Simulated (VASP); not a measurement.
# Rb: single point with PBE

Rb:

```
Rb
1.0
     0.00000    4.73486    4.73486
     4.73486    0.00000    4.73486
     4.73486    4.73486    0.00000
Rb
2
Direct
  0.87500 0.87500 0.87500
  0.12500 0.12500 0.12500
```

This isn't the form of Rb at room conditions, which is bcc.

```yaml
Program: VASP 6.6.1
Task: single point
Functional: PBE
Potentials_or_basis: VASP PAW PBE potentials, release 64 (Rb_sv)
Cutoff: 520 eV
k_mesh: 7 × 7 × 7
Occupations: fermi-dirac, width 0.08 eV
Spin: no spin polarisation
Dipole_correction: no
Further_INCAR_settings: ALGO = Normal; EDIFF = 1e-07; NBANDS = 16
```

| Property | Result |
| --- | --- |
| Pressure | 0.4 GPa |
| Band gap on the k mesh | zero (bands 9 and 10 overlap by 0.12 eV) |

Levels at points of the mesh, in eV from the Fermi level:
```csv
k point,band 7,band 8,band 9,band 10,band 11,band 12
"(0.00, 0.00, 0.00)",-13.40,-13.40,-1.85,2.18,2.18,2.18
```

Run time: 28 s on 1 thread of Intel(R) Xeon(R) 6975P-C (Granite Rapids), with other jobs on the host, peak memory 0.34 GiB.
